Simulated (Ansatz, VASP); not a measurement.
# Two plane-wave programs on Cu

File POSCAR:

```
Cu
1.0
    0.0000000000      1.7881324402      1.7881324402
    1.7881324402      0.0000000000      1.7881324402
    1.7881324402      1.7881324402      0.0000000000
Cu
1
Direct
    0.0000000000      0.0000000000      0.0000000000
```

INCAR.step1

```
PREC     = Accurate       # precision mode
ENCUT    = 520            # plane-wave cutoff, eV
ISMEAR   = -1             # smearing method
SIGMA    = 0.1            # smearing width, eV
LREAL    = F              # projectors in reciprocal space
LASPH    = T              # aspherical terms in the spheres
NELM     = 60             # most SCF steps
NBANDS   = 12             # bands
GGA      = PE             # functional
ALGO     = Normal         # electronic algorithm
EDIFF    = 1E-4           # SCF threshold, eV
LWAVE    = T              # write WAVECAR
LCHARG   = F              # write CHGCAR
```

Contents of INCAR.step2:

```
PREC     = Accurate       # precision mode
ENCUT    = 520            # plane-wave cutoff, eV
EDIFF    = 1E-6           # SCF threshold, eV
ISMEAR   = -1             # smearing method
SIGMA    = 0.1            # smearing width, eV
LREAL    = F              # projectors in reciprocal space
LASPH    = T              # aspherical terms in the spheres
NELM     = 60             # most SCF steps
ALGO     = Normal         # electronic algorithm
ISIF     = 2              # what is computed and relaxed
LWAVE    = F              # write WAVECAR
LCHARG   = F              # write CHGCAR
METAGGA  = R2SCAN         # meta-GGA
LMIXTAU  = T            
NBANDS   = 12             # bands
ISTART   = 1
```

KPOINTS

```
Automatic mesh
0
Gamma
  22 22 22
```

Input for Ansatz:

```yaml
crystal:
  lattice:
    - [0.0, 1.7881324402, 1.7881324402]
    - [1.7881324402, 0.0, 1.7881324402]
    - [1.7881324402, 1.7881324402, 0.0]
  atoms:
    - { symbol: Cu, position: [0.0, 0.0, 0.0] }
hamiltonian:
  xc: r2scan
  pseudopotentials:
    kind: paw
    azcp:
      Cu: "pseudopotentials/Cu.paw.azcp"
basis:
  ecutwfc: 500
  fft_grid_basis: typed
kpoints:
  mp_grid: { grid: [22, 22, 22], shift: [0, 0, 0] }
magnetization:
  spin_polarized: false
scf:
  occupations: { method: fermi_dirac, width: 0.1 }
  lower_state_search: "off"
output:
  stress: true
  write_density: true
  write_potential: true
  elf: true
  volumetric_format: npy
```

Alike in both runs: task single point; functional r2SCAN; k mesh 22 × 22 × 22; occupations fermi-dirac, width 0.1 eV; no spin polarisation.

|  | VASP | Ansatz |
| --- | --- | --- |
| version | VASP 6.6.1 | Ansatz 0.2.0 |
| potentials or method | VASP PAW PBE potentials, release 64 (Cu), cutoff 520 eV | plane waves (500 eV) with PAW, scalar-relativistic |
| valence electrons in the cell | 11 | 19 |

```csv
,VASP,Ansatz,Ansatz less VASP
pressure (GPa),0.6,0.1,-0.48
```

VASP's potentials were made for PBE, not for r2SCAN. VASP's potentials hold 11 valence electrons a cell and Ansatz's 19, so a difference there can come from the potentials and not from the codes.
